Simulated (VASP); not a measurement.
# Ir (Fd-3m) in VASP: further runs

Runs on Ir. Level: LDA. Tasks: single point.

All numbers are computed with VASP 6.6.1; they aren't measurements. Logs are shortened: lines on timing, memory, paths and dates and some standing lists are left out, and cuts for length are marked.

## Step 1: The cell of the first run

The structure is cubic, space group Fd-3m (No. 227). Conventional cell: a = 5.248 Å, b = 5.248 Å, c = 5.248 Å, α = 90.00°, β = 90.00°, γ = 90.00°. Ir (site symmetry -43m) has 4 Ir at 2.27 Å within 3.0 Å.

This isn't the form of Ir at room conditions, which is fcc.

## Step 2: Single point, LDA (18.07 Å³/atom)

INCAR

```
SYSTEM = Ir
PREC     = Accurate       ! precision mode
ENCUT    = 520            ! plane-wave cutoff, eV
EDIFF    = 1E-6           ! SCF threshold, eV
ISMEAR   = -1             ! smearing method
SIGMA    = 0.1            ! smearing width, eV
LREAL    = .FALSE.        ! projectors in reciprocal space
LASPH    = .TRUE.         ! aspherical terms in the spheres
NELM     = 80             ! most SCF steps
ALGO     = Normal         ! electronic algorithm
ISIF     = 2              ! what is computed and relaxed
LWAVE    = .FALSE.        ! write WAVECAR
LCHARG   = .FALSE.        ! write CHGCAR
GGA      = CA             ! functional
NBANDS   = 16             ! bands
```

KPOINTS

```
Automatic mesh
0
G
  13 13 13
  0 0 0
```

POSCAR

```
Ir
1.0
    0.0000000000      2.6240951114      2.6240951114
    2.6240951114      0.0000000000      2.6240951114
    2.6240951114      2.6240951114      0.0000000000
Ir
2
Direct
   -0.1250000000     -0.1250000000     -0.1250000000
    0.1250000000      0.1250000000      0.1250000000
```

Potentials or basis: VASP PAW LDA potentials, release 64 (Ir).

The run is started by

```console
$ cat potpaw_LDA.64/Ir/POTCAR > POTCAR
$ mpirun -np 1 vasp_std > vasp.out
```

OUTCAR:

```text
SYSTEM = Ir
   PREC = Accurate
   ENCUT = 520
   EDIFF = 1E-6
   ISMEAR = -1
   LREAL = .FALSE.
   LASPH = .TRUE.
   NELM = 80
   ISIF = 2
   GGA = CA

 ion  position               nearest neighbor table
   1  0.875  0.875  0.875-   2 2.27   2 2.27   2 2.27   2 2.27
   2  0.125  0.125  0.125-   1 2.27   1 2.27   1 2.27   1 2.27

  LATTYP: Found a face centered cubic cell.
 ALAT       =     5.2481902228

  Lattice vectors:

 A1 = (   0.0000000000,   2.6240951114,   2.6240951114)
 A2 = (   2.6240951114,   0.0000000000,   2.6240951114)
 A3 = (   2.6240951114,   2.6240951114,   0.0000000000)

Analysis of symmetry for initial positions (statically):
=====================================================================
 Subroutine PRICEL returns:
 Original cell was already a primitive cell.

 Routine SETGRP: Setting up the symmetry group for a
 face centered cubic supercell.

 Subroutine GETGRP returns: Found 48 space group operations
 (whereof 12 operations were pure point group operations)
 out of a pool of 48 trial point group operations.

The static configuration has the point symmetry D_3d.
 The point group associated with its full space group is O_h .

Analysis of symmetry for dynamics (positions and initial velocities):
=====================================================================
 Subroutine PRICEL returns:
 Original cell was already a primitive cell.

 Routine SETGRP: Setting up the symmetry group for a
 face centered cubic supercell.

 Subroutine GETGRP returns: Found 48 space group operations
 (whereof 12 operations were pure point group operations)
 out of a pool of 48 trial point group operations.

The dynamic configuration has the point symmetry D_3d.
 The point group associated with its full space group is O_h .

 Subroutine INISYM returns: Found 48 space group operations
 (whereof 12 operations are pure point group operations),
 and found     1 'primitive' translations

----------------------------------------------------------------------------------------

                                     Primitive cell

  volume of cell :      36.1384

  direct lattice vectors                    reciprocal lattice vectors
     0.000000000  2.624095111  2.624095111    -0.190541874  0.190541874  0.190541874
     2.624095111  0.000000000  2.624095111     0.190541874 -0.190541874  0.190541874
     2.624095111  2.624095111  0.000000000     0.190541874  0.190541874 -0.190541874

  length of vectors
     3.711030895  3.711030895  3.711030895     0.330028207  0.330028207  0.330028207

  position of ions in fractional coordinates (direct lattice)
     0.875000000  0.875000000  0.875000000
     0.125000000  0.125000000  0.125000000

  ion indices of the primitive-cell ions
   primitive index   ion index
                 1           1
                 2           2

----------------------------------------------------------------------------------------

 KPOINTS: Automatic mesh

Automatic generation of k-mesh.
 Grid dimensions read from file:
 generate k-points for:   13   13   13

 Generating k-lattice:

  Cartesian coordinates                     Fractional coordinates (reciprocal lattice)
    -0.014657067  0.014657067  0.014657067     0.076923077  0.000000000  0.000000000
     0.014657067 -0.014657067  0.014657067     0.000000000  0.076923077  0.000000000
     0.014657067  0.014657067 -0.014657067     0.000000000  0.000000000  0.076923077

  Length of vectors
     0.025386785  0.025386785  0.025386785

  Shift w.r.t. Gamma in fractional coordinates (k-lattice)
     0.000000000  0.000000000  0.000000000

 Subroutine IBZKPT returns following result:
 ===========================================

 Found     84 irreducible k-points:

 Following reciprocal coordinates:
            Coordinates               Weight
  0.000000  0.000000  0.000000      1.000000
  0.076923  0.000000  0.000000      8.000000
  0.153846  0.000000  0.000000      8.000000
  0.230769  0.000000  0.000000      8.000000
  0.307692  0.000000  0.000000      8.000000
  0.384615  0.000000  0.000000      8.000000
[... 16 lines left out ...]
  0.384615  0.153846  0.000000     24.000000
  0.461538  0.153846  0.000000     24.000000
 [... further k-points ...]
   k-points           NKPTS =     84   k-points in BZ     NKDIM =     84   number of bands    NBANDS=     16
   number of dos      NEDOS =    301   number of ions     NIONS =      2
   total plane-waves  NPLWV =  21952
   dimension x,y,z NGX =    28 NGY =   28 NGZ =   28
   dimension x,y,z NGXF=    56 NGYF=   56 NGZF=   56
   ions per type =               2
   NGX,Y,Z   is equivalent  to a cutoff of  12.54, 12.54, 12.54 a.u.
   NGXF,Y,Z  is equivalent  to a cutoff of  25.09, 25.09, 25.09 a.u.
 SYSTEM =  Ir
   PREC   = accura    normal or accurate (medium, high low for compatibility)
   ISTART =      0    job   : 0-new  1-cont  2-samecut
   ICHARG =      2    charge: 1-file 2-atom 10-const
   ISPIN  =      1    spin polarized calculation?
   LNONCOLLINEAR =      F non collinear calculations
   LSORBIT =      F    spin-orbit coupling
   LASPH  =      T    aspherical Exc in radial PAW
   ENCUT  =  520.0 eV  38.22 Ry    6.18 a.u.   6.90  6.90  6.90*2*pi/ulx,y,z
   NELM   =     80;   NELMIN=  2; NELMDL= -5     # of ELM steps
   EDIFF  = 0.1E-05   stopping-criterion for ELM
   LREAL  =      F    real-space projection
[... 7 lines left out ...]
   TEBEG  =    0.0;   TEEND  =   0.0 temperature during run
   PSTRESS=    0.0 pullay stress
   NELECT =      18.0000    total number of electrons
   NUPDOWN=      -1.0000    fix difference up-down
   EMIN   =  10.00;   EMAX   =-10.00  energy-range for DOS
   EFERMI =   0.00;   METHOD = LEGACY
   ISMEAR =    -1;   SIGMA  =   0.10  broadening in eV -4-tet -1-fermi 0-gaus
   EFERMI_NEDOS =   21; number of points for ismear=-14 and -15
   IALGO  =     38    algorithm
   IMIX   =      4    mixing-type and parameters
     AMIX     =   0.40;   BMIX     =  1.00
     AMIX_MAG =   1.60;   BMIX_MAG =  1.00
  volume/ion in A,a.u.               =      18.07       121.94
  Fermi-wavevector in a.u.,A,eV,Ry     =   1.297705  2.452308 22.912744  1.684039
  Thomas-Fermi vector in A             =   2.429081
   LORBIT       =      0    0 simple, 1 ext, 2 COOP (PROOUT), +10 PAW based schemes
   GGA     = CA    functional components
   LHFCALC =     F    Hartree Fock is set to
   AEXX    =    0.0000 exact exchange contribution
   IVDW    =     0    specifies the selected vdW correction
   LEPSILON=     F    determine dielectric tensor
   LRPA    =     F    only Hartree local field effects (RPA)
 non-spin polarized calculation
  energy-cutoff  :      520.00
  volume of cell :       36.14
 maximum number of plane-waves:       984
   NGX = 13   NGY = 13   NGZ = 13

 number of electron      18.0000000 magnetization

 Free energy of the ion-electron system (eV)
  ---------------------------------------------------
  ext. energy  EPLUGINS =         0.00000000
  ---------------------------------------------------
  free energy    TOTEN  =       -17.75145153 eV

  energy without entropy =      -17.69814881  energy(sigma->0) =      -17.72480017

 E-fermi :   7.3308     XC(G=0): -12.3476

 val. band max:        7.3160590550   @ k =   0.2308   0.2308   0.0000
 cond. band min:       7.3367337648   @ k =   0.3846   0.1538   0.0000
 fundamental gap:      0.0206747098
 Fermi energy:         7.3308273604

 k-point     1 :       0.0000    0.0000    0.0000
  band No.  band energies     occupation
      1      -1.9987      2.00000
      2       0.9320      2.00000
      3       0.9320      2.00000
      4       1.6827      2.00000
      5       1.6827      2.00000
      6       1.6827      2.00000
[... 8 lines left out ...]
     15      20.2540      0.00000
     16      20.2540      0.00000

 k-point     2 :       0.0769    0.0000    0.0000
  band No.  band energies     occupation
      1      -1.8745      2.00000
      2       0.8549      2.00000
      3       0.8549      2.00000
      4       1.6648      2.00000
      5       1.8081      2.00000
      6       1.8081      2.00000
[... 8 lines left out ...]
     15      20.2567      0.00000
     16      20.6514      0.00000

 k-point     3 :       0.1538    0.0000    0.0000
  band No.  band energies     occupation
      1      -1.5175      2.00000
      2       0.7417      2.00000
      3       0.7417      2.00000
      4       1.6180      2.00000
      5       2.0327      2.00000
      6       2.0327      2.00000
[... 8 lines left out ...]
     15      20.0350      0.00000
     16      20.7374      0.00000

 k-point     4 :       0.2308    0.0000    0.0000
  band No.  band energies     occupation
      1      -0.9799      2.00000
      2       0.7008      2.00000
      3       0.7008      2.00000
      4       1.5554      2.00000
      5       2.1596      2.00000
      6       2.1596      2.00000
[... 8 lines left out ...]
     15      19.2611      0.00000
     16      21.3601      0.00000
[... 324 lines left out ...]
 k-point    22 :       0.3077    0.1538    0.0000
  band No.  band energies     occupation
      1      -0.3549      2.00000
      2       0.1520      2.00000
      3       1.3806      2.00000
      4       1.4385      2.00000
      5       1.7594      2.00000
      6       2.8133      2.00000
[... 8 lines left out ...]
     15      17.9020      0.00000
     16      20.5799      0.00000

 k-point    23 :       0.3846    0.1538    0.0000
  band No.  band energies     occupation
      1       0.1962      2.00000
      2       0.2178      2.00000
      3       1.2772      2.00000
      4       1.4285      2.00000
      5       1.7196      2.00000
      6       2.6882      2.00000
[... 8 lines left out ...]
     15      17.7602      0.00000
     16      21.5437      0.00000

 k-point    24 :       0.4615    0.1538    0.0000
  band No.  band energies     occupation
      1       0.2966      2.00000
      2       0.6163      2.00000
      3       1.1964      2.00000
      4       1.2754      2.00000
      5       1.8473      2.00000
      6       2.4687      2.00000
[... 8 lines left out ...]
     15      17.7561      0.00000
     16      22.4667      0.00000

 [... further k-points ...]

------------------------ aborting loop because EDIFF is reached ----------------------------------------

  FORCE on cell =-STRESS in cart. coord.  units (eV):
  Direction    XX          YY          ZZ          XY          YZ          ZX
  --------------------------------------------------------------------------------------
  -------------------------------------------------------------------------------------
  Total        8.2766548      8.2766548      8.2766548      0.0000000     -0.0000000      0.0000000
  in kB      366.9414007    366.9414007    366.9414007      0.0000000     -0.0000000      0.0000000
  external PRESSURE =     366.9414007 kB  Pullay stress =       0.0000000 kB

 VOLUME and BASIS-vectors are now :
 -----------------------------------------------------------------------------
  energy-cutoff  :      520.00
  volume of cell :       36.14
      direct lattice vectors                 reciprocal lattice vectors
     0.000000000  2.624095111  2.624095111    -0.190541874  0.190541874  0.190541874
     2.624095111  0.000000000  2.624095111     0.190541874 -0.190541874  0.190541874
     2.624095111  2.624095111  0.000000000     0.190541874  0.190541874 -0.190541874

 POSITION                                       TOTAL-FORCE (eV/Angst)
 -----------------------------------------------------------------------------------
      4.59217      4.59217      4.59217        -0.000000      0.000000     -0.000000
      0.65602      0.65602      0.65602         0.000000     -0.000000      0.000000
 -----------------------------------------------------------------------------------
    total drift:                                0.000000     -0.000000     -0.000000

  FREE ENERGIE OF THE ION-ELECTRON SYSTEM (eV)
  ---------------------------------------------------
  free  energy   TOTEN  =       -17.7514515302 eV

  energy  without entropy=      -17.6981488123  energy(sigma->0) =      -17.72480017
```

Run time: 29 s. Hardware: 1 thread of AMD EPYC 7R13 (Zen 3), shared host; peak memory 0.14 GiB.

What came out:

```yaml
Free_energy: -17.7515 eV
Pressure: 36.7 GPa
Band_gap_on_the_k_mesh: zero (bands 9 and 10 overlap by 2.09 eV)
```

Levels at points of the mesh, in eV from the Fermi level:
```csv
k point,band 6,band 7,band 8,band 9,band 10,band 11,band 12,band 13
"(0.00, 0.00, 0.00)",-5.65,-2.17,-2.17,-2.17,1.24,1.24,11.44,11.68
```

Caveat: the cell stands under pressure; spin-orbit coupling is left out, which moves the levels of the heavy elements.

## Step 3: Single point, LDA (18.07 Å³/atom)

INCAR

```
PREC = Accurate
ENCUT = 520
EDIFF = 1E-6
ISMEAR = -1
SIGMA = 0.1
LREAL = F
LASPH = T
NELM = 60
ALGO = Normal
ISIF = 2
LWAVE = F
LCHARG = T
LELF = T
LVHAR = T
NBANDS = 16
```

KPOINTS

```
Automatic mesh
0
Gamma
  13 13 13
```

POSCAR is that of step 2.

Potentials or basis: VASP PAW LDA potentials, release 64 (Ir).

The run is started by

```console
$ cat potpaw_LDA.64/Ir/POTCAR > POTCAR
$ mpirun -np 1 vasp_std > vasp.out
```

Wall time 36 s (1 thread of AMD EPYC 7R13 (Zen 3), shared host); peak memory 0.14 GiB.

The run converged. Its results:

```
Free energy            : -17.7515 eV
Pressure               : 36.7 GPa
Band gap on the k mesh : zero (bands 9 and 10 overlap by 2.09 eV)
```

Levels at points of the mesh, in eV from the Fermi level:
| k point | band 7 | band 8 | band 9 | band 10 | band 11 | band 12 |
| --- | --- | --- | --- | --- | --- | --- |
| (0.00, 0.00, 0.00) | -2.17 | -2.17 | -2.17 | 1.24 | 1.24 | 11.44 |

Caveat: the cell stands under pressure; spin-orbit coupling is left out, which moves the levels of the heavy elements.
